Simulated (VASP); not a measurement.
# BeZn2Te3 (Cmc2_1) in VASP: relaxation of shape and atoms at fixed volume with PBE

Aim: the relaxation of shape and atoms at fixed volume of BeZn2Te3 with PBE.

Program: VASP 6.6.1. These are calculated values, not measurements. Logs are shortened: lines on timing, memory, paths and dates and some standing lists are left out, and cuts for length are marked.

### 1 The cell of the first run

Symmetry: Cmc2_1, No. 36, orthorhombic system. The conventional cell has a = 12.295 Å, b = 7.105 Å, c = 6.754 Å, α = 90.00°, β = 90.00°, γ = 90.00°. Within 3.1 Å of Be (site symmetry m) lie 4 Te at 2.38 to 2.40 Å. Within 3.4 Å of Zn (site symmetry 1) lie 4 Te at 2.59 Å. Within 3.1 Å of Te (site symmetry m) lie 2 Be at 2.38 to 2.40 Å and 2 Zn at 2.59 Å. Within 3.1 Å of Te (site symmetry 1) lie 1 Be at 2.38 Å and 3 Zn at 2.59 Å.

### 2 Relaxation of shape and atoms at fixed volume, PBE (24.58 Å³/atom)

The input, INCAR:

```
ALGO     = Normal         # electronic algorithm
EDIFF    = 1E-6           # SCF threshold, eV
EDIFFG   = -0.01          # ionic threshold
ENCUT    = 600            # plane-wave cutoff, eV
GGA      = PE             # functional
IBRION   = 2              # ionic algorithm
ISIF     = 4              # what is computed and relaxed
ISMEAR   = 0              # smearing method
LASPH    = True           # aspherical terms in the spheres
LCHARG   = False          # write CHGCAR
LREAL    = False          # projectors in reciprocal space
LWAVE    = False          # write WAVECAR
NELM     = 100            # most SCF steps
NSW      = 50             # ionic steps
PREC     = Accurate       # precision mode
SIGMA    = 0.02           # smearing width, eV
```

The input, KPOINTS:

```
k-points
0
Gamma
  4 4 4
```

The input, POSCAR:

```
BeZn2Te3
1.0
    6.1472666247     -3.5523715261      0.0000000000
    6.1472666247      3.5523715261      0.0000000000
    0.0000000000      0.0000000000      6.7537656265
Be Zn Te
2 4 6
Direct
    0.8406895374      0.1593104626      0.0011201546
    0.1593104626      0.8406895374      0.5011201546
    0.1676544750      0.5062295226      0.9986280566
    0.4937704774      0.8323455250      0.9986280566
    0.5062295226      0.1676544750      0.4986280566
    0.8323455250      0.4937704774      0.4986280566
    0.1465512774      0.8534487226      0.1455583494
    0.5209648336      0.1655813765      0.1155326912
    0.8344186235      0.4790351664      0.1155326912
    0.8534487226      0.1465512774      0.6455583494
    0.1655813765      0.5209648336      0.6155326912
    0.4790351664      0.8344186235      0.6155326912
```

Potentials or basis: VASP PAW PBE potentials, release 64 (Be, Zn, Te).

Started as:

```sh
$ cat potpaw_PBE.64/Be/POTCAR potpaw_PBE.64/Zn/POTCAR potpaw_PBE.64/Te/POTCAR > POTCAR
$ mpirun -np 1 vasp_std > vasp.out
```

OUTCAR:

```text
EDIFF = 1E-6
   EDIFFG = -0.01
   ENCUT = 600
   GGA = PE
   IBRION = 2
   ISIF = 4
   ISMEAR = 0
   LASPH = True
   LREAL = False
   NELM = 100
   NSW = 50
   PREC = Accurate

 ion  position               nearest neighbor table
   1  0.841  0.159  0.001-   8 2.38   9 2.38   7 2.38  10 2.40
   2  0.159  0.841  0.501-  11 2.38  12 2.38  10 2.38   7 2.40
   3  0.168  0.506  0.999-  11 2.59   8 2.59   9 2.59   7 2.59
   4  0.494  0.832  0.999-  12 2.59   9 2.59   8 2.59   7 2.59
   5  0.506  0.168  0.499-   8 2.59  11 2.59  12 2.59  10 2.59
   6  0.832  0.494  0.499-   9 2.59  12 2.59  11 2.59  10 2.59
   7  0.147  0.853  0.146-   1 2.38   2 2.40   3 2.59   4 2.59
   8  0.521  0.166  0.116-   1 2.38   5 2.59   3 2.59   4 2.59
   9  0.834  0.479  0.116-   1 2.38   6 2.59   4 2.59   3 2.59
  10  0.853  0.147  0.646-   2 2.38   1 2.40   5 2.59   6 2.59
  11  0.166  0.521  0.616-   2 2.38   3 2.59   5 2.59   6 2.59
  12  0.479  0.834  0.616-   2 2.38   4 2.59   6 2.59   5 2.59

  LATTYP: Found a base centered orthorhombic cell.
 ALAT       =     7.1047430522
 B/A-ratio  =     1.7304683870
 C/A-ratio  =     0.9505995610

  Lattice vectors:

 A1 = (  -6.1472666247,  -3.5523715261,   0.0000000000)
 A2 = (   6.1472666247,  -3.5523715261,   0.0000000000)
 A3 = (   0.0000000000,   0.0000000000,   6.7537656265)

Analysis of symmetry for initial positions (statically):
=====================================================================
 Subroutine PRICEL returns:
 Original cell was already a primitive cell.

 Routine SETGRP: Setting up the symmetry group for a
 base centered orthorhombic supercell.

 Subroutine GETGRP returns: Found  4 space group operations
 (whereof  2 operations were pure point group operations)
 out of a pool of  8 trial point group operations.

The static configuration has the point symmetry C_1h.
 The point group associated with its full space group is C_2v.

Analysis of symmetry for dynamics (positions and initial velocities):
=====================================================================
 Subroutine PRICEL returns:
 Original cell was already a primitive cell.

 Routine SETGRP: Setting up the symmetry group for a
 base centered orthorhombic supercell.

 Subroutine GETGRP returns: Found  4 space group operations
 (whereof  2 operations were pure point group operations)
 out of a pool of  8 trial point group operations.

The dynamic configuration has the point symmetry C_1h.
 The point group associated with its full space group is C_2v.

 Subroutine INISYM returns: Found  4 space group operations
 (whereof  2 operations are pure point group operations),
 and found     1 'primitive' translations

----------------------------------------------------------------------------------------

                                     Primitive cell

  volume of cell :     294.9690

  direct lattice vectors                    reciprocal lattice vectors
     6.147266625 -3.552371526  0.000000000     0.081336963 -0.140751044  0.000000000
     6.147266625  3.552371526  0.000000000     0.081336963  0.140751044  0.000000000
     0.000000000  0.000000000  6.753765626     0.000000000  0.000000000  0.148065547

  length of vectors
     7.099875380  7.099875380  6.753765626     0.162562474  0.162562474  0.148065547

  position of ions in fractional coordinates (direct lattice)
     0.840689537  0.159310463  0.001120155
     0.159310463  0.840689537  0.501120155
     0.167654475  0.506229523  0.998628057
     0.493770477  0.832345525  0.998628057
     0.506229523  0.167654475  0.498628057
     0.832345525  0.493770477  0.498628057
     0.146551277  0.853448723  0.145558349
     0.520964834  0.165581377  0.115532691
     0.834418623  0.479035166  0.115532691
     0.853448723  0.146551277  0.645558349
     0.165581377  0.520964834  0.615532691
     0.479035166  0.834418623  0.615532691

  ion indices of the primitive-cell ions
   primitive index   ion index
                 1           1
                 2           2
                 3           3
                 4           4
                 5           5
                 6           6
                 7           7
                 8           8
                 9           9
                10          10
                11          11
                12          12

----------------------------------------------------------------------------------------

 KPOINTS: k-points

Automatic generation of k-mesh.
 Grid dimensions read from file:
 generate k-points for:    4    4    4

 Generating k-lattice:

  Cartesian coordinates                     Fractional coordinates (reciprocal lattice)
     0.020334241 -0.035187761  0.000000000     0.250000000 -0.000000000  0.000000000
     0.020334241  0.035187761  0.000000000    -0.000000000  0.250000000  0.000000000
     0.000000000  0.000000000  0.037016387     0.000000000  0.000000000  0.250000000

  Length of vectors
     0.040640618  0.040640618  0.037016387

  Shift w.r.t. Gamma in fractional coordinates (k-lattice)
     0.000000000  0.000000000  0.000000000

 Subroutine IBZKPT returns following result:
 ===========================================

 Found     21 irreducible k-points:

 Following reciprocal coordinates:
            Coordinates               Weight
  0.000000  0.000000  0.000000      1.000000
  0.250000 -0.000000  0.000000      4.000000
  0.500000 -0.000000  0.000000      2.000000
  0.250000  0.250000  0.000000      2.000000
  0.500000  0.250000  0.000000      4.000000
 -0.250000  0.250000  0.000000      2.000000
[... 13 lines left out ...]
 -0.250000  0.250000  0.500000      2.000000
  0.500000  0.500000  0.500000      1.000000
   k-points           NKPTS =     21   k-points in BZ     NKDIM =     21   number of bands    NBANDS=     52
   number of dos      NEDOS =    301   number of ions     NIONS =     12
   total plane-waves  NPLWV = 194400
   dimension x,y,z NGX =    60 NGY =   60 NGZ =   54
   dimension x,y,z NGXF=   120 NGYF=  120 NGZF=  108
   ions per type =               2   4   6
   NGX,Y,Z   is equivalent  to a cutoff of  14.05, 14.05, 13.29 a.u.
   NGXF,Y,Z  is equivalent  to a cutoff of  28.10, 28.10, 26.58 a.u.
 SYSTEM =  unknown system
   PREC   = accura    normal or accurate (medium, high low for compatibility)
   ISTART =      0    job   : 0-new  1-cont  2-samecut
   ICHARG =      2    charge: 1-file 2-atom 10-const
   ISPIN  =      1    spin polarized calculation?
   LNONCOLLINEAR =      F non collinear calculations
   LSORBIT =      F    spin-orbit coupling
   LASPH  =      T    aspherical Exc in radial PAW
   ENCUT  =  600.0 eV  44.10 Ry    6.64 a.u.  14.18 14.18 13.49*2*pi/ulx,y,z
   NELM   =    100;   NELMIN=  2; NELMDL= -5     # of ELM steps
   EDIFF  = 0.1E-05   stopping-criterion for ELM
   LREAL  =      F    real-space projection
   EDIFFG = -.1E-01   stopping-criterion for IOM
   NSW    =     50    number of steps for IOM
   IBRION =      2    ionic relax: 0-MD 1-quasi-New 2-CG
   NFREE  =      1    steps in history (QN), initial steepest desc. (CG)
   ISIF   =      4    stress and relaxation
   ISYM   =      2    0-nonsym 1-usesym 2-fastsym
   POTIM  = 0.5000    time-step for ionic-motion
   TEBEG  =    0.0;   TEEND  =   0.0 temperature during run
   PSTRESS=    0.0 pullay stress
   NELECT =      88.0000    total number of electrons
   NUPDOWN=      -1.0000    fix difference up-down
   EMIN   =  10.00;   EMAX   =-10.00  energy-range for DOS
   EFERMI =   0.00;   METHOD = LEGACY
   ISMEAR =     0;   SIGMA  =   0.02  broadening in eV -4-tet -1-fermi 0-gaus
   EFERMI_NEDOS =   21; number of points for ismear=-14 and -15
   IALGO  =     38    algorithm
   IMIX   =      4    mixing-type and parameters
     AMIX     =   0.40;   BMIX     =  1.00
     AMIX_MAG =   1.60;   BMIX_MAG =  1.00
  volume/ion in A,a.u.               =      24.58       165.88
  Fermi-wavevector in a.u.,A,eV,Ry     =   1.093898  2.067168 16.280913  1.196613
  Thomas-Fermi vector in A             =   2.230193
   LORBIT       =      0    0 simple, 1 ext, 2 COOP (PROOUT), +10 PAW based schemes
   GGA     = PE    functional components
   LHFCALC =     F    Hartree Fock is set to
   AEXX    =    0.0000 exact exchange contribution
   IVDW    =     0    specifies the selected vdW correction
   LEPSILON=     F    determine dielectric tensor
   LRPA    =     F    only Hartree local field effects (RPA)
 conjugate gradient relaxation of ions
 non-spin polarized calculation
 Gauss-broadening in eV      SIGMA  =   0.02
  energy-cutoff  :      600.00
  volume of cell :      294.97
 maximum number of plane-waves:      9873
 NGX is ok and might be reduce to    60
   NGX = 29   NGY = 29   NGZ = 27

--------------------------------------- Ionic step        1  -------------------------------------------

 number of electron      88.0000013 magnetization

 Free energy of the ion-electron system (eV)
  ---------------------------------------------------
  ext. energy  EPLUGINS =         0.00000000
  ---------------------------------------------------
  free energy    TOTEN  =       -35.38324384 eV

  energy without entropy =      -35.38324384  energy(sigma->0) =      -35.38324384

------------------------ aborting loop because EDIFF is reached ----------------------------------------

  FORCE on cell =-STRESS in cart. coord.  units (eV):
  Direction    XX          YY          ZZ          XY          YZ          ZX
  --------------------------------------------------------------------------------------
  -------------------------------------------------------------------------------------
  Total       10.2983474     10.3014532     10.3821041      0.0000000      0.0000000      0.0000000
  in kB       55.9373270     55.9541966     56.3922666      0.0000000      0.0000000      0.0000000
  external PRESSURE =      56.0945968 kB  Pullay stress =       0.0000000 kB
[... 77 lines left out ...]
  energy  without entropy=      -35.3834246399  energy(sigma->0) =      -35.38342464

--------------------------------------- Ionic step        3  -------------------------------------------

 number of electron      88.0000013 magnetization

 Free energy of the ion-electron system (eV)
  ---------------------------------------------------
  ext. energy  EPLUGINS =         0.00000000
  ---------------------------------------------------
  free energy    TOTEN  =       -35.38349113 eV

  energy without entropy =      -35.38349113  energy(sigma->0) =      -35.38349113

 E-fermi :   4.6528     XC(G=0):  -9.2967

 val. band max:        4.5495295337   @ k =   0.0000   0.0000   0.0000
 cond. band min:       6.4113361058   @ k =   0.5000  -0.0000   0.0000
 fundamental gap:      1.8618065722
 Fermi energy:         4.6527843240

 k-point     1 :       0.0000    0.0000    0.0000
  band No.  band energies     occupation
      1      -7.9198      2.00000
      2      -6.7906      2.00000
      3      -6.4349      2.00000
      4      -6.4349      2.00000
      5      -6.4349      2.00000
      6      -6.4245      2.00000
[... 1183 lines left out ...]
  FREE ENERGIE OF THE ION-ELECTRON SYSTEM (eV)
  ---------------------------------------------------
  free  energy   TOTEN  =       -35.3834911306 eV

  energy  without entropy=      -35.3834911306  energy(sigma->0) =      -35.38349113

 reached required accuracy - stopping structural energy minimisation
```

Wall time 25 min (1 thread of Oxide Virtual Turin-like, shared host); peak memory 0.65 GiB.

What came out:

- Free energy: -35.3835 eV
- Energy gained by relaxing: 0.0 meV/atom
- Ionic steps: 3
- Pressure after relaxing: 5.6 GPa
- Largest force after relaxing: 0.008 eV/Å
- Band gap on the k mesh: 1.86 eV (least direct gap 1.87 eV)

Forces on the atoms (eV/Å):
```
Be   0.000 -0.008  0.002
Be   0.000  0.008  0.002
Zn   0.007  0.003 -0.003
Zn  -0.007  0.003 -0.003
Zn   0.007 -0.003 -0.003
Zn  -0.007 -0.003 -0.003
Te   0.000  0.005 -0.004
Te   0.003 -0.002  0.005
Te  -0.003 -0.002  0.005
Te   0.000 -0.005 -0.004
Te   0.003  0.002  0.005
Te  -0.003  0.002  0.005
```

Step by step:
```tsv
step	energy change (eV)	largest force (eV/Å)	pressure (GPa)	volume (Å³)
1	0.0000	0.0372	5.61	294.97
2	-0.0002	0.0185	5.61	294.97
3	-0.0002	0.0080	5.60	294.97
```

Final structure:
```xyz
12
Lattice="6.1458 -3.5516 0.0000 6.1458 3.5516 0.0000 0.0000 0.0000 6.7568" Properties=species:S:1:pos:R:3 pbc="T T T"
Be    6.1458   -2.4204    0.0053
Be    6.1458    2.4204    3.3837
Zn    4.1417    1.2025    6.7475
Zn    8.1499    1.2025    6.7475
Zn    4.1417   -1.2025    3.3691
Zn    8.1499   -1.2025    3.3691
Te    6.1458    2.5121    0.9869
Te    4.2203   -1.2629    0.7801
Te    8.0713   -1.2629    0.7801
Te    6.1458   -2.5121    4.3653
Te    4.2203    1.2629    4.1585
Te    8.0713    1.2629    4.1585
```

Caveat: spin-orbit coupling is left out, which moves the levels of the heavy elements.
